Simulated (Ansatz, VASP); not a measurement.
# GaSb: VASP beside Ansatz

File INCAR:

```
SYSTEM = GaSb
PREC = Accurate
ENCUT = 520
EDIFF = 1E-6
ISMEAR = 0
SIGMA = 0.1
LREAL = .False.
LASPH = .True.
NELM = 60
ALGO = Normal
ISIF = 2
LWAVE = .False.
LCHARG = .False.
GGA = PS
NBANDS = 16
```

The input KPOINTS:

```
regular mesh
0
Gamma
  18 18 18
  0 0 0
```

The input POSCAR:

```
GaSb
1.0
    0.0000000000      3.0559490798      3.0559490798
    3.0559490798      0.0000000000      3.0559490798
    3.0559490798      3.0559490798      0.0000000000
Ga Sb
1 1
Direct
    0.0000000000      0.0000000000      0.0000000000
    0.2500000000      0.2500000000      0.2500000000
```

Input for Ansatz:

```yaml
crystal:
  lattice:
    - [0.0, 3.0559490798, 3.0559490798]
    - [3.0559490798, 0.0, 3.0559490798]
    - [3.0559490798, 3.0559490798, 0.0]
  atoms:
    - { symbol: Ga, position: [0.0, 0.0, 0.0] }
    - { symbol: Sb, position: [0.25, 0.25, 0.25] }
basis:
  ecutwfc: 420
kpoints:
  mp_grid: { grid: [18, 18, 18] }
hamiltonian:
  xc: pbesol
  pseudopotentials: { kind: paw, azcp: { folder: soft_1 } }
scf:
  occupations: { method: gaussian, width: 0.1 }
output:
  forces: true
  stress: true
  eigenvalues: true
```

Alike in both runs: task single point; functional PBEsol; k mesh 18 × 18 × 18; occupations gaussian, width 0.1 eV; no spin polarisation.

```csv
,VASP,Ansatz
version,VASP 6.6.1,Ansatz 0.2.0
potentials or method,"VASP PAW PBE potentials, release 64 (Ga_d, Sb), cutoff 520 eV","scalar-relativistic, plane waves, PAW"
valence electrons in the cell,18,28
```

Ansatz gave:

```
pressure (GPa) : 0.0
```

Question: Estimate VASP's values.

Answer: Pressure (GPa): 0.1.

VASP's potentials were made for PBE, not for PBEsol, and Ansatz warns of the same on its side. With one functional, cell and mesh, what is left measures potentials, basis and numerics. VASP's potentials hold 18 valence electrons a cell and Ansatz's 28, so a difference there can come from the potentials and not from the codes.

Spin-orbit coupling is off throughout.
